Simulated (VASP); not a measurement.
Here is a VASP 6.6.1 calculation.

File INCAR:

```
  PREC = Accurate
  ENCUT = 520
  EDIFF = 1E-7
  ISMEAR = 0
  SIGMA = 0.1
  LREAL = False
  LASPH = True
  NELM = 60
  ALGO = Fast
  ISIF = 2
  LWAVE = False
  LCHARG = False
  GGA = PS
  NBANDS = 46
```

Contents of KPOINTS:

```
Automatic mesh
0
Gamma
  8 8 8
```

Contents of POSCAR:

```
Ir
1.0
    4.8904739829      0.0000000000      0.0000000000
    0.0000000000      4.8904739829      0.0000000000
    0.0000000000      0.0000000000      4.8904739829
Ir
8
Direct
    0.5000000000      0.5000000000      0.5000000000
    0.0000000000      0.0000000000      0.0000000000
    0.2500000000      0.0000000000      0.5000000000
    0.5000000000      0.2500000000      0.0000000000
    0.5000000000      0.7500000000      0.0000000000
    0.7500000000      0.0000000000      0.5000000000
    0.0000000000      0.5000000000      0.7500000000
    0.0000000000      0.5000000000      0.2500000000
```

Potentials or basis: VASP PAW PBE potentials, release 64 (Ir).

Run with:

```console
$ cat potpaw_PBE.64/Ir/POTCAR > POTCAR
$ mpirun -np 1 vasp_std > vasp.out
```

What does it give for the pressure?

0.9 GPa.

Estimate the band gap on the k mesh.

zero (band 36 reaches 10.17 eV, above the bottom of band 37 at 9.54 eV).

Caveat: the PAW data sets were made with another functional, which shifts forces and pressure a little; spin-orbit coupling is left out, which moves the levels of the heavy elements.
